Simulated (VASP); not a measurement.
# AgSb3 (Pm-3m) in VASP: further runs

Runs on AgSb3. Level: PBE. Tasks: single point, relaxation of cell and atoms.

Everything below comes from runs of VASP 6.6.1. Logs are shortened: lines on timing, memory, paths and dates and some standing lists are left out, and cuts for length are marked.

### Step 1. The cell of the first run

The structure is cubic, space group Pm-3m (No. 221). Conventional cell: a = 4.654 Å, b = 4.654 Å, c = 4.654 Å, α = 90.00°, β = 90.00°, γ = 90.00°. Within 4.3 Å of Ag (site symmetry m-3m) lie 12 Sb at 3.29 Å. Within 4.3 Å of Sb (site symmetry 4/mmm) lie 4 Ag at 3.29 Å and 8 Sb at 3.29 Å.

### Step 2. Single point, PBE

File INCAR:

```
PREC = Accurate
ENCUT = 520
EDIFF = 1E-7
ISMEAR = 0
SIGMA = 0.1
LREAL = False
LASPH = True
NELM = 100
ALGO = Normal
ISIF = 2
LWAVE = False
LCHARG = True
GGA = PE
LELF = True
LVHAR = True
NBANDS = 21
```

File KPOINTS:

```
Automatic mesh
0
Gamma
  4 4 4
```

File POSCAR:

```
AgSb3
1.0
    4.6540948451      0.0000000000      0.0000000000
    0.0000000000      4.6540948451      0.0000000000
    0.0000000000      0.0000000000      4.6540948451
Ag Sb
1 3
Direct
    0.0000000000      0.0000000000      0.0000000000
    0.0000000000      0.5000000000      0.5000000000
    0.5000000000      0.0000000000      0.5000000000
    0.5000000000      0.5000000000      0.0000000000
```

Potentials or basis: VASP PAW PBE potentials, release 64 (Ag, Sb).

Run with:

```
$ cat potpaw_PBE.64/Ag/POTCAR potpaw_PBE.64/Sb/POTCAR > POTCAR
$ mpirun -np 1 vasp_std > vasp.out
```

OUTCAR:

```text
PREC = Accurate
   ENCUT = 520
   EDIFF = 1E-7
   ISMEAR = 0
   LREAL = False
   LASPH = True
   NELM = 100
   ISIF = 2
   GGA = PE

 ion  position               nearest neighbor table
   1  0.000  0.000  0.000-   2 3.29   3 3.29   4 3.29   2 3.29   3 3.29   2 3.29   4 3.29   2 3.29
                             3 3.29   4 3.29   3 3.29   4 3.29
   2  0.000  0.500  0.500-   1 3.29   3 3.29   4 3.29   1 3.29   4 3.29   1 3.29   3 3.29   1 3.29
                             3 3.29   4 3.29   4 3.29   3 3.29
   3  0.500  0.000  0.500-   1 3.29   2 3.29   4 3.29   1 3.29   4 3.29   2 3.29   4 3.29   4 3.29
                             1 3.29   2 3.29   1 3.29   2 3.29
   4  0.500  0.500  0.000-   1 3.29   2 3.29   3 3.29   2 3.29   3 3.29   1 3.29   3 3.29   3 3.29
                             1 3.29   2 3.29   2 3.29   1 3.29

  LATTYP: Found a simple cubic cell.
 ALAT       =     4.6540948451

  Lattice vectors:

 A1 = (   4.6540948451,   0.0000000000,   0.0000000000)
 A2 = (   0.0000000000,   4.6540948451,   0.0000000000)
 A3 = (   0.0000000000,   0.0000000000,   4.6540948451)

Analysis of symmetry for initial positions (statically):
=====================================================================
 Subroutine PRICEL returns:
 Original cell was already a primitive cell.

 Routine SETGRP: Setting up the symmetry group for a
 simple cubic supercell.

 Subroutine GETGRP returns: Found 48 space group operations
 (whereof 48 operations were pure point group operations)
 out of a pool of 48 trial point group operations.

The static configuration has the point symmetry O_h .

Analysis of symmetry for dynamics (positions and initial velocities):
=====================================================================
 Subroutine PRICEL returns:
 Original cell was already a primitive cell.

 Routine SETGRP: Setting up the symmetry group for a
 simple cubic supercell.

 Subroutine GETGRP returns: Found 48 space group operations
 (whereof 48 operations were pure point group operations)
 out of a pool of 48 trial point group operations.

The dynamic configuration has the point symmetry O_h .

 Subroutine INISYM returns: Found 48 space group operations
 (whereof 48 operations are pure point group operations),
 and found     1 'primitive' translations

----------------------------------------------------------------------------------------

                                     Primitive cell

  volume of cell :     100.8105

  direct lattice vectors                    reciprocal lattice vectors
     4.654094845  0.000000000  0.000000000     0.214864551  0.000000000  0.000000000
     0.000000000  4.654094845  0.000000000     0.000000000  0.214864551  0.000000000
     0.000000000  0.000000000  4.654094845     0.000000000  0.000000000  0.214864551

  length of vectors
     4.654094845  4.654094845  4.654094845     0.214864551  0.214864551  0.214864551

  position of ions in fractional coordinates (direct lattice)
     0.000000000  0.000000000  0.000000000
     0.000000000  0.500000000  0.500000000
     0.500000000  0.000000000  0.500000000
     0.500000000  0.500000000  0.000000000

  ion indices of the primitive-cell ions
   primitive index   ion index
                 1           1
                 2           2
                 3           3
                 4           4

----------------------------------------------------------------------------------------

 KPOINTS: Automatic mesh

Automatic generation of k-mesh.
 Grid dimensions read from file:
 generate k-points for:    4    4    4

 Generating k-lattice:

  Cartesian coordinates                     Fractional coordinates (reciprocal lattice)
     0.053716138  0.000000000  0.000000000     0.250000000  0.000000000  0.000000000
     0.000000000  0.053716138  0.000000000     0.000000000  0.250000000  0.000000000
     0.000000000  0.000000000  0.053716138     0.000000000  0.000000000  0.250000000

  Length of vectors
     0.053716138  0.053716138  0.053716138

  Shift w.r.t. Gamma in fractional coordinates (k-lattice)
     0.000000000  0.000000000  0.000000000

 Subroutine IBZKPT returns following result:
 ===========================================

 Found     10 irreducible k-points:

 Following reciprocal coordinates:
            Coordinates               Weight
  0.000000  0.000000  0.000000      1.000000
  0.250000  0.000000  0.000000      6.000000
  0.500000  0.000000  0.000000      3.000000
  0.250000  0.250000  0.000000     12.000000
  0.500000  0.250000  0.000000     12.000000
  0.500000  0.500000  0.000000      3.000000
  0.250000  0.250000  0.250000      8.000000
  0.500000  0.250000  0.250000     12.000000
  0.500000  0.500000  0.250000      6.000000
  0.500000  0.500000  0.500000      1.000000
   k-points           NKPTS =     10   k-points in BZ     NKDIM =     10   number of bands    NBANDS=     21
   number of dos      NEDOS =    301   number of ions     NIONS =      4
   total plane-waves  NPLWV =  46656
   dimension x,y,z NGX =    36 NGY =   36 NGZ =   36
   dimension x,y,z NGXF=    72 NGYF=   72 NGZF=   72
   ions per type =               1   3
   NGX,Y,Z   is equivalent  to a cutoff of  12.86, 12.86, 12.86 a.u.
   NGXF,Y,Z  is equivalent  to a cutoff of  25.72, 25.72, 25.72 a.u.
 SYSTEM =  unknown system
   PREC   = accura    normal or accurate (medium, high low for compatibility)
   ISTART =      0    job   : 0-new  1-cont  2-samecut
   ICHARG =      2    charge: 1-file 2-atom 10-const
   ISPIN  =      1    spin polarized calculation?
   LNONCOLLINEAR =      F non collinear calculations
   LSORBIT =      F    spin-orbit coupling
   LASPH  =      T    aspherical Exc in radial PAW
   ENCUT  =  520.0 eV  38.22 Ry    6.18 a.u.   8.65  8.65  8.65*2*pi/ulx,y,z
   NELM   =    100;   NELMIN=  2; NELMDL= -5     # of ELM steps
   EDIFF  = 0.1E-06   stopping-criterion for ELM
   LREAL  =      F    real-space projection
   EDIFFG = 0.1E-05   stopping-criterion for IOM
   NSW    =      0    number of steps for IOM
   IBRION =     -1    ionic relax: 0-MD 1-quasi-New 2-CG
   NFREE  =      0    steps in history (QN), initial steepest desc. (CG)
   ISIF   =      2    stress and relaxation
   ISYM   =      2    0-nonsym 1-usesym 2-fastsym
   POTIM  = 0.5000    time-step for ionic-motion
   TEBEG  =    0.0;   TEEND  =   0.0 temperature during run
   PSTRESS=    0.0 pullay stress
   NELECT =      26.0000    total number of electrons
   NUPDOWN=      -1.0000    fix difference up-down
   EMIN   =  10.00;   EMAX   =-10.00  energy-range for DOS
   EFERMI =   0.00;   METHOD = LEGACY
   ISMEAR =     0;   SIGMA  =   0.10  broadening in eV -4-tet -1-fermi 0-gaus
   EFERMI_NEDOS =   21; number of points for ismear=-14 and -15
   IALGO  =     38    algorithm
   IMIX   =      4    mixing-type and parameters
     AMIX     =   0.40;   BMIX     =  1.00
     AMIX_MAG =   1.60;   BMIX_MAG =  1.00
  volume/ion in A,a.u.               =      25.20       170.08
  Fermi-wavevector in a.u.,A,eV,Ry     =   1.042071  1.969229 14.774734  1.085912
  Thomas-Fermi vector in A             =   2.176720
   LORBIT       =      0    0 simple, 1 ext, 2 COOP (PROOUT), +10 PAW based schemes
   GGA     = PE    functional components
   LHFCALC =     F    Hartree Fock is set to
   AEXX    =    0.0000 exact exchange contribution
   IVDW    =     0    specifies the selected vdW correction
   LEPSILON=     F    determine dielectric tensor
   LRPA    =     F    only Hartree local field effects (RPA)
 non-spin polarized calculation
 Gauss-broadening in eV      SIGMA  =   0.10
  energy-cutoff  :      520.00
  volume of cell :      100.81
 maximum number of plane-waves:      2800
 NGX is ok and might be reduce to    36
   NGX = 17   NGY = 17   NGZ = 17

 number of electron      26.0000001 magnetization

 Free energy of the ion-electron system (eV)
  ---------------------------------------------------
  ext. energy  EPLUGINS =         0.00000000
  ---------------------------------------------------
  free energy    TOTEN  =       -13.82277844 eV

  energy without entropy =      -13.80038535  energy(sigma->0) =      -13.81158190

 E-fermi :   8.3225     XC(G=0): -10.4272

 val. band max:        8.2034037842   @ k =   0.2500   0.2500   0.2500
 cond. band min:       8.3642062025   @ k =   0.2500   0.2500   0.0000
 fundamental gap:      0.1608024183
 Fermi energy:         8.3225261987

 k-point     1 :       0.0000    0.0000    0.0000
  band No.  band energies     occupation
      1      -4.2984      2.00000
      2       0.7207      2.00000
      3       0.7207      2.00000
      4       3.8365      2.00000
      5       3.8365      2.00000
      6       3.8365      2.00000
[... 13 lines left out ...]
     20      14.2425      0.00000
     21      14.2436      0.00000

 k-point     2 :       0.2500    0.0000    0.0000
  band No.  band energies     occupation
      1      -3.9064      2.00000
      2      -0.6071      2.00000
      3       0.9171      2.00000
      4       3.4227      2.00000
      5       3.4227      2.00000
      6       3.8242      2.00000
[... 13 lines left out ...]
     20      14.4507      0.00000
     21      15.6905      0.00000

 k-point     3 :       0.5000    0.0000    0.0000
  band No.  band energies     occupation
      1      -3.1290      2.00000
      2      -2.0107      2.00000
      3       1.1687      2.00000
      4       3.2749      2.00000
      5       3.2749      2.00000
      6       3.4263      2.00000
[... 13 lines left out ...]
     20      14.4853      0.00000
     21      14.4865      0.00000

 k-point     4 :       0.2500    0.2500    0.0000
  band No.  band energies     occupation
      1      -3.5198      2.00000
      2      -0.6486      2.00000
      3       0.0122      2.00000
      4       3.4374      2.00000
      5       3.4511      2.00000
      6       3.6730      2.00000
[... 13 lines left out ...]
     20      13.9183      0.00000
     21      14.9413      0.00000

 k-point     5 :       0.5000    0.2500    0.0000
  band No.  band energies     occupation
      1      -2.7425      2.00000
      2      -1.7502      2.00000
      3       0.0413      2.00000
      4       3.1479      2.00000
      5       3.3890      2.00000
      6       3.6574      2.00000
[... 13 lines left out ...]
     20      13.9152      0.00000
     21      14.6420      0.00000

 k-point     6 :       0.5000    0.5000    0.0000
  band No.  band energies     occupation
      1      -1.7930      2.00000
      2      -1.4135      2.00000
      3      -1.4135      2.00000
      4       2.3289      2.00000
      5       3.5047      2.00000
      6       3.5047      2.00000
[... 13 lines left out ...]
     20      15.1670      0.00000
     21      15.1670      0.00000

 k-point     7 :       0.2500    0.2500    0.2500
  band No.  band energies     occupation
      1      -3.1420      2.00000
      2      -0.4783      2.00000
      3      -0.4783      2.00000
      4       2.6025      2.00000
      5       3.5050      2.00000
      6       3.5050      2.00000
[... 13 lines left out ...]
     20      15.0553      0.00000
     21      15.0553      0.00000

 k-point     8 :       0.5000    0.2500    0.2500
  band No.  band energies     occupation
      1      -2.3752      2.00000
      2      -1.5248      2.00000
      3      -0.2792      2.00000
      4       3.1175      2.00000
      5       3.2294      2.00000
      6       3.3629      2.00000
[... 13 lines left out ...]
     20      14.3254      0.00000
     21      15.8123      0.00000

 k-point     9 :       0.5000    0.5000    0.2500
  band No.  band energies     occupation
      1      -1.4858      2.00000
      2      -1.2461      2.00000
      3      -1.2461      2.00000
      4       2.7264      2.00000
      5       3.2908      2.00000
      6       3.4784      2.00000
[... 13 lines left out ...]
     20      15.7654      0.00000
     21      15.7654      0.00000

 k-point    10 :       0.5000    0.5000    0.5000
  band No.  band energies     occupation
      1      -1.0515      2.00000
      2      -1.0515      2.00000
      3      -1.0515      2.00000
      4       2.0334      2.00000
      5       3.4144      2.00000
      6       3.4144      2.00000
[... 13 lines left out ...]
     20      17.2631      0.00000
     21      17.2631      0.00000

------------------------ aborting loop because EDIFF is reached ----------------------------------------

  FORCE on cell =-STRESS in cart. coord.  units (eV):
  Direction    XX          YY          ZZ          XY          YZ          ZX
  --------------------------------------------------------------------------------------
  -------------------------------------------------------------------------------------
  Total        0.5364158      0.5364158      0.5364158      0.0000000      0.0000000      0.0000000
  in kB        8.5252370      8.5252370      8.5252370      0.0000000      0.0000000      0.0000000
  external PRESSURE =       8.5252370 kB  Pullay stress =       0.0000000 kB

 VOLUME and BASIS-vectors are now :
 -----------------------------------------------------------------------------
  energy-cutoff  :      520.00
  volume of cell :      100.81
      direct lattice vectors                 reciprocal lattice vectors
     4.654094845  0.000000000  0.000000000     0.214864551  0.000000000  0.000000000
     0.000000000  4.654094845  0.000000000     0.000000000  0.214864551  0.000000000
     0.000000000  0.000000000  4.654094845     0.000000000  0.000000000  0.214864551

 POSITION                                       TOTAL-FORCE (eV/Angst)
 -----------------------------------------------------------------------------------
      0.00000      0.00000      0.00000         0.000000      0.000000      0.000000
      0.00000      2.32705      2.32705         0.000000      0.000000      0.000000
      2.32705      0.00000      2.32705         0.000000      0.000000      0.000000
      2.32705      2.32705      0.00000         0.000000      0.000000      0.000000
 -----------------------------------------------------------------------------------
    total drift:                                0.000000     -0.000000     -0.000000

  FREE ENERGIE OF THE ION-ELECTRON SYSTEM (eV)
  ---------------------------------------------------
  free  energy   TOTEN  =       -13.8227784441 eV

  energy  without entropy=      -13.8003853478  energy(sigma->0) =      -13.81158190
```

Run time: 23 s. Hardware: 1 thread of Intel Xeon Platinum 8488C (Sapphire Rapids), shared host; peak memory 0.21 GiB.

What came out:

```
Free energy            : -13.8228 eV
Pressure               : 0.9 GPa
Band gap on the k mesh : zero (bands 13 and 14 overlap by 1.48 eV)
```

Caveat: spin-orbit coupling is left out, which moves the levels of the heavy elements.

### Step 3. Single point, PBE

This run uses another cell than the first one, of 25.72 Å³/atom.

File INCAR:

```
SYSTEM = AgSb3
ALGO     = Normal         ! electronic algorithm
EDIFF    = 1E-6           ! SCF threshold, eV
ENCUT    = 520            ! plane-wave cutoff, eV
GGA      = PE             ! functional
ISIF     = 2              ! what is computed and relaxed
ISMEAR   = 0              ! smearing method
LASPH    = .TRUE.         ! aspherical terms in the spheres
LCHARG   = .FALSE.        ! write CHGCAR
LREAL    = .FALSE.        ! projectors in reciprocal space
LWAVE    = .FALSE.        ! write WAVECAR
NBANDS   = 21             ! bands
NELM     = 100            ! most SCF steps
PREC     = Accurate       ! precision mode
SIGMA    = 0.1            ! smearing width, eV
```

File KPOINTS:

```
k-points
0
G
  10 10 10
  0 0 0
```

File POSCAR:

```
AgSb3
1.0
    4.6854407974      0.0000000000      0.0000000000
    0.0000000000      4.6854407974      0.0000000000
    0.0000000000      0.0000000000      4.6854407974
Ag Sb
1 3
Direct
    0.0000000000      0.0000000000      0.0000000000
    0.0000000000      0.5000000000      0.5000000000
    0.5000000000      0.0000000000      0.5000000000
    0.5000000000      0.5000000000      0.0000000000
```

Potentials or basis: VASP PAW PBE potentials, release 64 (Ag, Sb).

Run with:

```
$ cat potpaw_PBE.64/Ag/POTCAR potpaw_PBE.64/Sb/POTCAR > POTCAR
$ mpirun -np 1 vasp_std > vasp.out
```

It took 57 s on 1 thread of Intel Xeon Platinum 8488C (Sapphire Rapids), shared host; peak memory 0.27 GiB.

The run converged. Its results:

* Free energy: -13.9798 eV
* Pressure: -0.1 GPa
* Band gap on the k mesh: zero (bands 13 and 14 overlap by 1.49 eV)

Levels at points of the mesh, in eV from the Fermi level:
| k point | band 9 | band 10 | band 11 | band 12 | band 13 | band 14 | band 15 | band 16 | band 17 | band 18 |
| --- | --- | --- | --- | --- | --- | --- | --- | --- | --- | --- |
| (0.00, 0.00, 0.00) | -4.26 | -4.14 | -4.14 | -0.74 | 0.68 | 0.68 | 0.68 | 2.66 | 2.66 | 2.66 |
| (0.50, 0.00, 0.00) | -2.33 | -2.33 | -2.17 | -1.65 | -1.65 | -0.69 | -0.17 | 2.68 | 2.68 | 4.19 |
| (0.50, 0.50, 0.00) | -4.05 | -2.44 | -1.42 | -1.03 | -1.03 | -0.34 | -0.34 | 2.48 | 2.99 | 3.65 |
| (0.50, 0.50, 0.50) | -4.31 | -4.08 | -4.08 | -4.08 | -1.69 | 3.91 | 3.91 | 4.15 | 4.15 | 4.15 |

Caveat: spin-orbit coupling is left out, which moves the levels of the heavy elements.

### Step 4. Relaxation of cell and atoms, PBE

File INCAR:

```
SYSTEM = AgSb3
PREC = Accurate
ENCUT = 600
EDIFF = 1E-7
ISMEAR = 0
SIGMA = 0.1
LREAL = .False.
LASPH = .True.
NELM = 80
ALGO = Normal
ISIF = 3
LWAVE = .False.
LCHARG = .False.
GGA = PE
IBRION = 2
NSW = 100
EDIFFG = -0.01
```

File KPOINTS:

```
regular mesh
0
Gamma
  10 10 10
  0 0 0
```

File POSCAR:

```
AgSb3
1.0
    4.6540948451      0.0000000000      0.0000000000
    0.0000000000      4.6540948451      0.0000000000
    0.0000000000      0.0000000000      4.6540948451
Ag Sb
1 3
Direct
    0.0000000000      0.0000000000      0.0000000000
    0.0000000000      0.5000000000      0.5000000000
    0.5000000000      0.0000000000      0.5000000000
    0.5000000000      0.5000000000      0.0000000000
```

Run with:

```
$ cat potpaw_PBE.64/Ag/POTCAR potpaw_PBE.64/Sb/POTCAR > POTCAR
$ mpirun -np 1 vasp_std > vasp.out
```

Run time: 3.1 min. Hardware: 1 thread of Intel Xeon Platinum 8488C (Sapphire Rapids), shared host; peak memory 0.33 GiB.

Results (log left out):

| Item | Value |
| --- | --- |
| Free energy | -13.9792 eV |
| Relaxed volume | 25.65 Å³/atom |
| Relaxed cell | a = 4.682 Å, b = 4.682 Å, c = 4.682 Å, α = 90.00°, β = 90.00°, γ = 90.00° |
| Space group after relaxing (to 0.1 Å) | Pm-3m (No. 221) |
| Energy gained by relaxing | 1.5 meV/atom |
| Ionic steps | 3 |
| Pressure after relaxing | 0.0 GPa |
| Band gap on the k mesh | zero (bands 13 and 14 overlap by 1.50 eV) |

The path:
```tsv
step	energy change (eV)	largest force (eV/Å)	pressure (GPa)	volume (Å³)
1	0.0000	0.0000	1.11	100.81
2	-0.0051	0.0000	-0.44	103.39
3	-0.0062	0.0000	0.01	102.62
```

Final structure:
```yaml
crystal:
  lattice:
    - [4.68175, 0.00000, 0.00000]
    - [0.00000, 4.68175, 0.00000]
    - [0.00000, 0.00000, 4.68175]
  atoms:
    - { symbol: Ag, position: [0.00000, 0.00000, 0.00000] }
    - { symbol: Sb, position: [0.00000, 0.50000, 0.50000] }
    - { symbol: Sb, position: [0.50000, 0.00000, 0.50000] }
    - { symbol: Sb, position: [0.50000, 0.50000, 0.00000] }
```

Levels at points of the mesh, in eV from the Fermi level:
```
           k point  band 11  band 12  band 13  band 14  band 15  band 16
(0.00, 0.00, 0.00)    -4.14    -0.75     0.68     0.68     0.68     2.66
(0.50, 0.00, 0.00)    -2.17    -1.66    -1.66    -0.69    -0.17     2.69
(0.50, 0.50, 0.00)    -1.42    -1.03    -1.03    -0.34    -0.34     2.48
(0.50, 0.50, 0.50)    -4.08    -4.08    -1.70     3.92     3.92     4.16
```

Caveat: spin-orbit coupling is left out, which moves the levels of the heavy elements.

### Step 5. Overview

| task | cell | k mesh | cutoff (eV) | gap on the mesh (eV) | pressure (GPa) |
| --- | --- | --- | --- | --- | --- |
| single point | a = 4.654 Å, 4 atoms | 4 × 4 × 4 | 520 | none | 0.9 |
| single point | a = 4.685 Å, 4 atoms | 10 × 10 × 10 | 520 | none | -0.1 |
| relaxation of cell and atoms | relaxed from a = 4.654 Å, 4 atoms | 10 × 10 × 10 | 600 | none | 0.0 |

Alike in all rows: level PBE; potentials or basis VASP PAW PBE potentials, release 64 (Ag, Sb); no spin polarisation; smearing gaussian 0.1 eV.

Caveats: spin-orbit coupling is left out, which moves the levels of the heavy elements.

Total energies depend on the potentials used, so only differences within one code and one set of settings carry meaning.
